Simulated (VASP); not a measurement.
Write the native input for VASP 6.6.1 that does the following.

```yaml
Task: relaxation of the atoms
Functional: PBEsol
Potentials_or_basis: VASP PAW PBE potentials, release 64 (Si)
Cutoff: 450 eV
k_mesh: 9 × 9 × 9
Occupations: gaussian, width 0.02 eV
Spin: no spin polarisation
Dipole_correction: no
Further_INCAR_settings: ALGO = Normal; EDIFF = 1e-07; IBRION = 2; EDIFFG = -0.002; NSW = 60
```

The structure of Si lies in POSCAR:

```
Si
1.0
    0.0427765645      2.7497787567      2.7497787567
    2.7497787567      0.0427765645      2.7497787567
    2.7497787567      2.7497787567      0.0427765645
Si
2
Direct
    0.0009418234      0.0009418234      0.0009418234
    0.2490581766      0.2490581766      0.2490581766
```

This cell differs from its parent crystal: strained cell.

One way to write it, as run:

INCAR

```
ALGO = Normal ; EDIFF = 1E-7
EDIFFG = -0.002 ; ENCUT = 450
GGA = PS ; GGA_COMPAT = F
IBRION = 2 ; ISIF = 2
ISMEAR = 0 ; LASPH = T
LCHARG = F ; LREAL = F
LWAVE = F ; NELM = 120
NELMIN = 4 ; NSW = 60
PREC = Accurate ; SIGMA = 0.02
```

KPOINTS

```
k-points
0
Gamma
  9 9 9
```

Potentials or basis: VASP PAW PBE potentials, release 64 (Si).

The run is started by

```bash
$ cat potpaw_PBE.64/Si/POTCAR > POTCAR
$ mpirun -np 1 vasp_std > vasp.out
```

It gave:

```json
{"Energy gained by relaxing": "0.0 meV/atom", "Ionic steps": "3", "Pressure after relaxing": "-1.0 GPa", "Band gap on the k mesh": "0.39 eV (least direct gap 2.18 eV)"}
```

Caveat: the cell differs from its parent crystal (strained cell); the PAW data sets were made with another functional, which shifts forces and pressure a little.

It took 64 s on 1 thread of Intel Xeon 8259CL (shared host), peak memory 0.15 GiB.
